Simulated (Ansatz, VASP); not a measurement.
## Ru: VASP beside Ansatz

```
CELL_PARAMETERS angstrom
2.62463 0.00000 0.00000
-1.31231 2.27299 0.00000
0.00000 0.00000 4.41036
ATOMIC_POSITIONS crystal
Ru 0.33333 0.66667 0.25000
Ru 0.66667 0.33333 0.75000
```

Change from the starting cell: strain -0.030 along x and y, +0.030 along z, atoms carried along.

Alike in both runs: task single point; functional LDA; k mesh 21 × 21 × 12; occupations gaussian, width 0.15 eV; no spin polarisation.

|  | VASP | Ansatz |
| --- | --- | --- |
| version | VASP 6.6.1 | Ansatz 0.2.0 |
| potentials or method | VASP PAW LDA potentials, release 64 (Ru_pv), cutoff 520 eV | scalar-relativistic, plane waves, PAW |
| valence electrons in the cell | 28 | 32 |

|  | VASP | Ansatz | Ansatz less VASP |
| --- | --- | --- | --- |
| gap on the k mesh at the Fermi level (eV) | none | none | - |
| pressure (GPa) | -0.1 | -1.2 | -1.03 |
| traceless stress, the component that is largest in VASP (GPa) | -21.07 | -21.04 | +0.035 |

LDA's correlation is that of Perdew and Zunger in VASP and of Perdew and Wang (1992) in Ansatz. A gap of «none» marks a metal or a gap that the smearing closes. VASP's potentials hold 28 valence electrons a cell and Ansatz's 32, so a difference there can come from the potentials and not from the codes.
